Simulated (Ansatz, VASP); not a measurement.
**One calculation of Ti, two programs**

```xyz
1
Lattice="0.0000 2.0698 2.0698 2.0698 0.0000 2.0698 2.0698 2.0698 0.0000" Properties=species:S:1:pos:R:3 pbc="T T T"
Ti    0.0000    0.0000    0.0000
```

Change from the starting cell: volume scaled by 1.06, crystal datasets.

Alike in both runs: task electric field gradients; functional PBE; k mesh 15 × 15 × 15; occupations fermi-dirac, width 0.05 eV; no spin polarisation.

|  | VASP | Ansatz |
| --- | --- | --- |
| version | VASP 6.6.1 | Ansatz 0.2.0 |
| potentials or method | VASP PAW PBE potentials, release 64 (Ti_sv), cutoff 520 eV | all-electron PAW with datasets made for the crystal, scalar-relativistic |

|  | VASP | Ansatz | Ansatz less VASP |
| --- | --- | --- | --- |
| pressure (GPa) | -2.3 | -2.0 | +0.23 |

Ansatz ran all-electron here, and VASP with PAW potentials.
